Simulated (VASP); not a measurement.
# TlCo2 (Fm-3m) in VASP: single point with PBE

Aim: the single point of TlCo2 with PBE.

All numbers are computed with VASP 6.6.1; they aren't measurements. Logs are shortened: lines on timing, memory, paths and dates and some standing lists are left out, and cuts for length are marked.

## Step 1: The cell of the first run

It takes space group Fm-3m (No. 225, cubic). Conventional cell: a = 5.977 Å, b = 5.977 Å, c = 5.977 Å, α = 90.00°, β = 90.00°, γ = 90.00°. Tl (site symmetry m-3m) has 8 Co at 2.59 Å within 3.4 Å. Within 3.4 Å of Co (site symmetry -43m) lie 4 Tl at 2.59 Å and 6 Co at 2.99 Å.

## Step 2: Single point, PBE, collinear spin, ferromagnetic start

The input, INCAR:

```
SYSTEM = TlCo2
ALGO = Normal
EDIFF = 1E-6
ENCUT = 520
GGA = PE
ISIF = 2
ISMEAR = 0
ISPIN = 2
LASPH = .TRUE.
LCHARG = .FALSE.
LMAXMIX = 4
LORBIT = 11
LREAL = .FALSE.
LWAVE = .FALSE.
MAGMOM = 0 1.48 1.48
NBANDS = 26
NELM = 150
PREC = Accurate
SIGMA = 0.1
```

The input, KPOINTS:

```
k-points
0
G
  14 14 14
  0 0 0
```

The input, POSCAR:

```
TlCo2
1.0
    0.0000000000      2.9884988019      2.9884988019
    2.9884988019      0.0000000000      2.9884988019
    2.9884988019      2.9884988019      0.0000000000
Tl Co
1 2
Direct
    0.0000000000      0.0000000000      0.0000000000
    0.2500000000      0.2500000000      0.2500000000
    0.7500000000      0.7500000000      0.7500000000
```

Potentials or basis: VASP PAW PBE potentials, release 64 (Tl_d, Co).

The run is started by

```bash
$ cat potpaw_PBE.64/Tl_d/POTCAR potpaw_PBE.64/Co/POTCAR > POTCAR
$ mpirun -np 1 vasp_std > vasp.out
```

OUTCAR:

```text
SYSTEM = TlCo2
   EDIFF = 1E-6
   ENCUT = 520
   GGA = PE
   ISIF = 2
   ISMEAR = 0
   ISPIN = 2
   LASPH = .TRUE.
   LORBIT = 11
   LREAL = .FALSE.
   NELM = 150
   PREC = Accurate

 ion  position               nearest neighbor table
   1  0.000  0.000  0.000-   3 2.59   2 2.59   3 2.59   2 2.59   3 2.59   3 2.59   2 2.59   2 2.59

   2  0.250  0.250  0.250-   1 2.59   1 2.59   1 2.59   1 2.59   3 2.99   3 2.99   3 2.99   3 2.99
                             3 2.99   3 2.99
   3  0.750  0.750  0.750-   1 2.59   1 2.59   1 2.59   1 2.59   2 2.99   2 2.99   2 2.99   2 2.99
                             2 2.99   2 2.99

  LATTYP: Found a face centered cubic cell.
 ALAT       =     5.9769976038

  Lattice vectors:

 A1 = (   0.0000000000,   2.9884988019,   2.9884988019)
 A2 = (   2.9884988019,   0.0000000000,   2.9884988019)
 A3 = (   2.9884988019,   2.9884988019,   0.0000000000)

Analysis of symmetry for initial positions (statically):
=====================================================================
 Subroutine PRICEL returns:
 Original cell was already a primitive cell.

 Routine SETGRP: Setting up the symmetry group for a
 face centered cubic supercell.

 Subroutine GETGRP returns: Found 48 space group operations
 (whereof 48 operations were pure point group operations)
 out of a pool of 48 trial point group operations.

The static configuration has the point symmetry O_h .

Analysis of symmetry for dynamics (positions and initial velocities):
=====================================================================
 Subroutine PRICEL returns:
 Original cell was already a primitive cell.

 Routine SETGRP: Setting up the symmetry group for a
 face centered cubic supercell.

 Subroutine GETGRP returns: Found 48 space group operations
 (whereof 48 operations were pure point group operations)
 out of a pool of 48 trial point group operations.

The dynamic configuration has the point symmetry O_h .

Analysis of structural, dynamic, and magnetic symmetry:
=====================================================================
 Subroutine PRICEL returns:
 Original cell was already a primitive cell.

 Routine SETGRP: Setting up the symmetry group for a
 face centered cubic supercell.

 Subroutine GETGRP returns: Found 48 space group operations
 (whereof 48 operations were pure point group operations)
 out of a pool of 48 trial point group operations.

The overall configuration has the point symmetry O_h .

 Subroutine INISYM returns: Found 48 space group operations
 (whereof 48 operations are pure point group operations),
 and found     1 'primitive' translations

----------------------------------------------------------------------------------------

                                     Primitive cell

  volume of cell :      53.3813

  direct lattice vectors                    reciprocal lattice vectors
     0.000000000  2.988498802  2.988498802    -0.167308081  0.167308081  0.167308081
     2.988498802  0.000000000  2.988498802     0.167308081 -0.167308081  0.167308081
     2.988498802  2.988498802  0.000000000     0.167308081  0.167308081 -0.167308081

  length of vectors
     4.226375537  4.226375537  4.226375537     0.289786097  0.289786097  0.289786097

  position of ions in fractional coordinates (direct lattice)
     0.000000000  0.000000000  0.000000000
     0.250000000  0.250000000  0.250000000
     0.750000000  0.750000000  0.750000000

  ion indices of the primitive-cell ions
   primitive index   ion index
                 1           1
                 2           2
                 3           3

----------------------------------------------------------------------------------------

 KPOINTS: k-points

Automatic generation of k-mesh.
 Grid dimensions read from file:
 generate k-points for:   14   14   14

 Generating k-lattice:

  Cartesian coordinates                     Fractional coordinates (reciprocal lattice)
    -0.011950577  0.011950577  0.011950577     0.071428571  0.000000000  0.000000000
     0.011950577 -0.011950577  0.011950577     0.000000000  0.071428571  0.000000000
     0.011950577  0.011950577 -0.011950577     0.000000000  0.000000000  0.071428571

  Length of vectors
     0.020699007  0.020699007  0.020699007

  Shift w.r.t. Gamma in fractional coordinates (k-lattice)
     0.000000000  0.000000000  0.000000000

 Subroutine IBZKPT returns following result:
 ===========================================

 Found    104 irreducible k-points:

 Following reciprocal coordinates:
            Coordinates               Weight
  0.000000  0.000000  0.000000      1.000000
  0.071429  0.000000  0.000000      8.000000
  0.142857  0.000000  0.000000      8.000000
  0.214286  0.000000  0.000000      8.000000
  0.285714  0.000000  0.000000      8.000000
  0.357143  0.000000  0.000000      8.000000
[... 16 lines left out ...]
  0.214286  0.142857  0.000000     24.000000
  0.285714  0.142857  0.000000     24.000000
 [... further k-points ...]
   k-points           NKPTS =    104   k-points in BZ     NKDIM =    104   number of bands    NBANDS=     26
   number of dos      NEDOS =    301   number of ions     NIONS =      3
   total plane-waves  NPLWV =  32768
   dimension x,y,z NGX =    32 NGY =   32 NGZ =   32
   dimension x,y,z NGXF=    64 NGYF=   64 NGZF=   64
   ions per type =               1   2
   NGX,Y,Z   is equivalent  to a cutoff of  12.59, 12.59, 12.59 a.u.
   NGXF,Y,Z  is equivalent  to a cutoff of  25.17, 25.17, 25.17 a.u.
 SYSTEM =  TlCo2
   PREC   = accura    normal or accurate (medium, high low for compatibility)
   ISTART =      0    job   : 0-new  1-cont  2-samecut
   ICHARG =      2    charge: 1-file 2-atom 10-const
   ISPIN  =      2    spin polarized calculation?
   LNONCOLLINEAR =      F non collinear calculations
   LSORBIT =      F    spin-orbit coupling
   LASPH  =      T    aspherical Exc in radial PAW
   ENCUT  =  520.0 eV  38.22 Ry    6.18 a.u.   7.86  7.86  7.86*2*pi/ulx,y,z
   NELM   =    150;   NELMIN=  2; NELMDL= -5     # of ELM steps
   EDIFF  = 0.1E-05   stopping-criterion for ELM
   LREAL  =      F    real-space projection
   EDIFFG = 0.1E-04   stopping-criterion for IOM
   NSW    =      0    number of steps for IOM
   IBRION =     -1    ionic relax: 0-MD 1-quasi-New 2-CG
   NFREE  =      0    steps in history (QN), initial steepest desc. (CG)
   ISIF   =      2    stress and relaxation
   ISYM   =      2    0-nonsym 1-usesym 2-fastsym
   POTIM  = 0.5000    time-step for ionic-motion
   TEBEG  =    0.0;   TEEND  =   0.0 temperature during run
   PSTRESS=    0.0 pullay stress
   NELECT =      31.0000    total number of electrons
   NUPDOWN=      -1.0000    fix difference up-down
   EMIN   =  10.00;   EMAX   =-10.00  energy-range for DOS
   EFERMI =   0.00;   METHOD = LEGACY
   ISMEAR =     0;   SIGMA  =   0.10  broadening in eV -4-tet -1-fermi 0-gaus
   EFERMI_NEDOS =   21; number of points for ismear=-14 and -15
   IALGO  =     38    algorithm
   IMIX   =      4    mixing-type and parameters
     AMIX     =   0.40;   BMIX     =  1.00
     AMIX_MAG =   1.60;   BMIX_MAG =  1.00
  volume/ion in A,a.u.               =      17.79       120.08
  Fermi-wavevector in a.u.,A,eV,Ry     =   1.365837  2.581058 25.381826  1.865512
  Thomas-Fermi vector in A             =   2.492031
   LORBIT       =     11    0 simple, 1 ext, 2 COOP (PROOUT), +10 PAW based schemes
   GGA     = PE    functional components
   LHFCALC =     F    Hartree Fock is set to
   AEXX    =    0.0000 exact exchange contribution
   IVDW    =     0    specifies the selected vdW correction
   LEPSILON=     F    determine dielectric tensor
   LRPA    =     F    only Hartree local field effects (RPA)
 spin polarized calculation
 Gauss-broadening in eV      SIGMA  =   0.10
  energy-cutoff  :      520.00
  volume of cell :       53.38
 maximum number of plane-waves:      1459
   NGX = 15   NGY = 15   NGZ = 15

 number of electron      31.0000013 magnetization       2.5122477

 Free energy of the ion-electron system (eV)
  ---------------------------------------------------
  ext. energy  EPLUGINS =         0.00000000
  ---------------------------------------------------
  free energy    TOTEN  =       -13.12858123 eV

  energy without entropy =      -13.08991368  energy(sigma->0) =      -13.10924745

 E-fermi :   7.1308     XC(G=0): -11.2596

 val. band max:        7.1300398420   @ k =  -0.2143   0.0714   0.0000
 cond. band min:       7.1319687005   @ k =  -0.3571   0.4286   0.1429
 fundamental gap:      0.0019288585
 Fermi energy:         7.1308439577

 spin component 1

 k-point     1 :       0.0000    0.0000    0.0000
  band No.  band energies     occupation
      1      -4.4496      1.00000
      2      -4.4496      1.00000
      3      -4.4496      1.00000
      4      -4.2129      1.00000
      5      -4.2129      1.00000
      6      -2.3452      1.00000
[... 18 lines left out ...]
     25      16.7094      0.00000
     26      16.7094      0.00000

 k-point     2 :       0.0714    0.0000    0.0000
  band No.  band energies     occupation
      1      -4.4509      1.00000
      2      -4.4470      1.00000
      3      -4.4470      1.00000
      4      -4.2115      1.00000
      5      -4.2115      1.00000
      6      -2.2827      1.00000
[... 18 lines left out ...]
     25      16.6517      0.00000
     26      16.6531      0.00000

 k-point     3 :       0.1429    0.0000    0.0000
  band No.  band energies     occupation
      1      -4.4554      1.00000
      2      -4.4400      1.00000
      3      -4.4400      1.00000
      4      -4.2074      1.00000
      5      -4.2074      1.00000
      6      -2.0967      1.00000
[... 572 lines left out ...]
 k-point    23 :       0.2143    0.1429    0.0000
  band No.  band energies     occupation
      1      -4.4815      1.00000
      2      -4.4190      1.00000
      3      -4.4168      1.00000
      4      -4.2272      1.00000
      5      -4.1784      1.00000
      6      -1.7936      1.00000
[... 18 lines left out ...]
     25      17.3936      0.00000
     26      17.9927      0.00000

 k-point    24 :       0.2857    0.1429    0.0000
  band No.  band energies     occupation
      1      -4.4870      1.00000
      2      -4.4144      1.00000
      3      -4.4061      1.00000
      4      -4.2257      1.00000
      5      -4.1675      1.00000
      6      -1.4631      1.00000
[... 18 lines left out ...]
     25      18.3772      0.00000
     26      18.6191      0.00000

 [... further k-points ...]

 spin component 2

 k-point     1 :       0.0000    0.0000    0.0000
  band No.  band energies     occupation
      1      -4.4622      1.00000
      2      -4.4622      1.00000
      3      -4.4622      1.00000
      4      -4.2356      1.00000
      5      -4.2356      1.00000
      6      -2.3922      1.00000
[... 18 lines left out ...]
     25      16.8196      0.00000
     26      16.8196      0.00000

 k-point     2 :       0.0714    0.0000    0.0000
  band No.  band energies     occupation
      1      -4.4633      1.00000
      2      -4.4594      1.00000
      3      -4.4594      1.00000
      4      -4.2343      1.00000
      5      -4.2343      1.00000
      6      -2.3297      1.00000
[... 18 lines left out ...]
     25      16.7757      0.00000
     26      16.7812      0.00000

 k-point     3 :       0.1429    0.0000    0.0000
  band No.  band energies     occupation
      1      -4.4676      1.00000
      2      -4.4519      1.00000
      3      -4.4519      1.00000
      4      -4.2305      1.00000
      5      -4.2305      1.00000
      6      -2.1433      1.00000
[... 572 lines left out ...]
 k-point    23 :       0.2143    0.1429    0.0000
  band No.  band energies     occupation
      1      -4.4935      1.00000
      2      -4.4299      1.00000
      3      -4.4277      1.00000
      4      -4.2509      1.00000
      5      -4.2022      1.00000
      6      -1.8393      1.00000
[... 18 lines left out ...]
     25      17.5161      0.00000
     26      18.1193      0.00000

 k-point    24 :       0.2857    0.1429    0.0000
  band No.  band energies     occupation
      1      -4.4986      1.00000
      2      -4.4247      1.00000
      3      -4.4165      1.00000
      4      -4.2498      1.00000
      5      -4.1915      1.00000
      6      -1.5068      1.00000
[... 18 lines left out ...]
     25      18.5120      0.00000
     26      18.7350      0.00000

 [... further k-points ...]
[... 5 lines left out ...]
  --------------------------------------------------------------------------------------
  -------------------------------------------------------------------------------------
  Total       -0.0338110     -0.0338110     -0.0338110     -0.0000000     -0.0000000      0.0000000
  in kB       -1.0147973     -1.0147973     -1.0147973     -0.0000000     -0.0000000      0.0000000
  external PRESSURE =      -1.0147973 kB  Pullay stress =       0.0000000 kB

 VOLUME and BASIS-vectors are now :
 -----------------------------------------------------------------------------
  energy-cutoff  :      520.00
  volume of cell :       53.38
      direct lattice vectors                 reciprocal lattice vectors
     0.000000000  2.988498802  2.988498802    -0.167308081  0.167308081  0.167308081
     2.988498802  0.000000000  2.988498802     0.167308081 -0.167308081  0.167308081
     2.988498802  2.988498802  0.000000000     0.167308081  0.167308081 -0.167308081

 POSITION                                       TOTAL-FORCE (eV/Angst)
 -----------------------------------------------------------------------------------
      0.00000      0.00000      0.00000         0.000000      0.000000      0.000000
      1.49425      1.49425      1.49425        -0.000000     -0.000000     -0.000000
      4.48275      4.48275      4.48275         0.000000      0.000000     -0.000000
 -----------------------------------------------------------------------------------
    total drift:                                0.000000     -0.000000      0.000000

  FREE ENERGIE OF THE ION-ELECTRON SYSTEM (eV)
  ---------------------------------------------------
  free  energy   TOTEN  =       -13.1285812257 eV

  energy  without entropy=      -13.0899136768  energy(sigma->0) =      -13.10924745

 total charge

# of ion       s       p       d       tot
------------------------------------------
    1        1.041   0.863   9.641  11.544
    2        0.363   0.292   7.337   7.992
    3        0.363   0.292   7.337   7.992
--------------------------------------------------
tot          1.767   1.447  24.315  27.529

 magnetization (x)

# of ion       s       p       d       tot
------------------------------------------
    1       -0.006  -0.094   0.018  -0.082
    2        0.004  -0.012   1.352   1.345
    3        0.004  -0.012   1.352   1.345
--------------------------------------------------
tot          0.002  -0.117   2.722   2.608
```

Run time: 83 s. Hardware: 1 thread of Intel Xeon Platinum 8559C (Emerald Rapids), shared host; peak memory 0.36 GiB.

What came out:

| Item | Value |
| --- | --- |
| Free energy | -13.1286 eV |
| Pressure | -0.1 GPa |
| Net moment | 2.51 μB per cell |
| Site moments | Tl -0.08; Co +1.34 μB |
| Valence electrons inside the program's atomic spheres | Tl 11.54; Co 7.99 |

Levels at points of the mesh, in eV from the Fermi level:
Spin up:
```
           k point  band 14  band 15  band 16  band 17  band 18  band 19  band 20  band 21
(0.00, 0.00, 0.00)    -1.20    -0.77    -0.77     5.79     6.17     6.17     6.17     6.22
(0.50, 0.00, 0.00)    -1.69    -1.45    -1.45    -1.12     3.87     3.87     5.37     6.97
(0.50, 0.50, 0.00)    -1.40    -1.30    -0.80    -0.17     0.15     0.15     4.23     4.85
```
Spin down:
| k point | band 12 | band 13 | band 14 | band 15 | band 16 | band 17 |
| --- | --- | --- | --- | --- | --- | --- |
| (0.00, 0.00, 0.00) | 0.26 | 0.26 | 0.26 | 0.48 | 0.48 | 5.73 |
| (0.50, 0.00, 0.00) | -0.48 | -0.48 | -0.46 | -0.13 | -0.13 | 0.16 |
| (0.50, 0.50, 0.00) | -0.89 | 0.00 | 0.00 | 0.15 | 0.38 | 0.38 |

Caveat: spin-orbit coupling is left out, which moves the levels of the heavy elements.
